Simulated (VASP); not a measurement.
Write the native input for VASP 6.6.1 that does the following.

| Quantity | Value |
| --- | --- |
| Task | single point |
| Functional | PBE |
| Potentials or basis | VASP PAW PBE potentials, release 64 (Ti_sv, N) |
| Cutoff | 520 eV |
| k mesh | 18 × 18 × 18 |
| Occupations | gaussian, width 0.1 eV |
| Spin | no spin polarisation |
| Dipole correction | no |
| Further INCAR settings | ALGO = Normal; EDIFF = 1e-07; NBANDS = 16 |

The structure of TiN lies in POSCAR:

```
TiN
1.0
    0.0000000000      2.1019157566      2.1019157566
    2.1019157566      0.0000000000      2.1019157566
    2.1019157566      2.1019157566      0.0000000000
Ti N
1 1
Direct
    0.0000000000      0.0000000000      0.0000000000
    0.5000000000      0.5000000000      0.5000000000
```

This cell differs from its parent crystal: volume scaled by 0.97.

One way to write it, as run:

INCAR

```
ALGO = Normal ; EDIFF = 1E-7
ENCUT = 520 ; GGA = PE
ISIF = 2 ; ISMEAR = 0
LASPH = T ; LCHARG = T
LELF = T ; LREAL = F
LVHAR = T ; LWAVE = F
NBANDS = 16 ; NELM = 60
PREC = Accurate ; SIGMA = 0.1
```

KPOINTS

```
k-points
0
Gamma
  18 18 18
```

Potentials or basis: VASP PAW PBE potentials, release 64 (Ti_sv, N).

Run with:

```bash
$ cat potpaw_PBE.64/Ti_sv/POTCAR potpaw_PBE.64/N/POTCAR > POTCAR
$ mpirun -np 1 vasp_std > vasp.out
```

Results of the run:

```yaml
Pressure: 9.5 GPa
```

Wall time 44 s on 1 thread of Intel(R) Xeon(R) 6975P-C (Granite Rapids) (shared host), peak memory 0.18 GiB.
